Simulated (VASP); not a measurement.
Set up this calculation in VASP 6.6.1, as the native input.

- Task: single point
- Functional: PBE
- Potentials or basis: VASP PAW PBE potentials, release 64 (Tl_d, Br)
- Cutoff: 500 eV
- k mesh: 4 × 4 × 4
- Occupations: methfessel-paxton, width 0.2 eV
- Spin: no spin polarisation
- Dipole correction: no
- Further INCAR settings: ALGO = Normal; EDIFF = 1e-06; NBANDS = 17

The structure of TlBr lies in POSCAR:

```
TlBr
1.0
    3.9949064678      0.0000000000      0.0000000000
    0.0000000000      3.9949064678      0.0000000000
    0.0000000000      0.0000000000      3.9949064678
Tl Br
1 1
Direct
    0.0000000000      0.0000000000      0.0000000000
    0.5000000000      0.5000000000      0.5000000000
```

The input as run:

INCAR

```
SYSTEM = TlBr
PREC     = Accurate       ! precision mode
ENCUT    = 500            ! plane-wave cutoff, eV
EDIFF    = 1E-6           ! SCF threshold, eV
ISMEAR   = 1              ! smearing method
SIGMA    = 0.2            ! smearing width, eV
LREAL    = .FALSE.        ! projectors in reciprocal space
LASPH    = .TRUE.         ! aspherical terms in the spheres
NELM     = 120            ! most SCF steps
ALGO     = Normal         ! electronic algorithm
ISIF     = 2              ! what is computed and relaxed
LWAVE    = .FALSE.        ! write WAVECAR
LCHARG   = .FALSE.        ! write CHGCAR
GGA      = PE             ! functional
NBANDS   = 17             ! bands
GGA_COMPAT= .FALSE.
```

KPOINTS

```
Automatic mesh
0
G
  4 4 4
  0 0 0
```

Potentials or basis: VASP PAW PBE potentials, release 64 (Tl_d, Br).

Launch:

```bash
$ cat potpaw_PBE.64/Tl_d/POTCAR potpaw_PBE.64/Br/POTCAR > POTCAR
$ mpirun -np 1 vasp_std > vasp.out
```

It gave:

The pressure is 1.0 GPa and the band gap on the k mesh is 1.88 eV.

Caveat: spin-orbit coupling is left out, which moves the levels of the heavy elements.

It took 10 s on 1 thread of AMD EPYC 7R13 Processor (Zen 3), on a shared host, peak memory 0.14 GiB.
